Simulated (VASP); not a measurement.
Input of a VASP 6.6.1 run:

File INCAR:

```
ALGO = Normal
EDIFF = 1E-7
ENCUT = 520
GGA = PS
ISIF = 2
ISMEAR = 0
LASPH = T
LCHARG = F
LREAL = F
LWAVE = F
NBANDS = 17
NELM = 80
PREC = Accurate
SIGMA = 0.01
```

File KPOINTS:

```
k-points
0
Gamma
  6 6 6
```

POSCAR

```
PbS
1.0
    0.0000000000      2.9705683225      2.9705683225
    2.9705683225      0.0000000000      2.9705683225
    2.9705683225      2.9705683225      0.0000000000
Pb S
1 1
Direct
    0.0000000000      0.0000000000      0.0000000000
    0.5000000000      0.5000000000      0.5000000000
```

Potentials or basis: VASP PAW PBE potentials, release 64 (Pb_d, S).

Run with:

```console
$ cat potpaw_PBE.64/Pb_d/POTCAR potpaw_PBE.64/S/POTCAR > POTCAR
$ mpirun -np 1 vasp_std > vasp.out
```

Predict the pressure.

-1.2 GPa.

Estimate the band gap on the k mesh.

0.27 eV.

Caveat: the PAW data sets were made with another functional, which shifts forces and pressure a little; spin-orbit coupling is left out, which moves the levels of the heavy elements. A k mesh can miss the band edges.
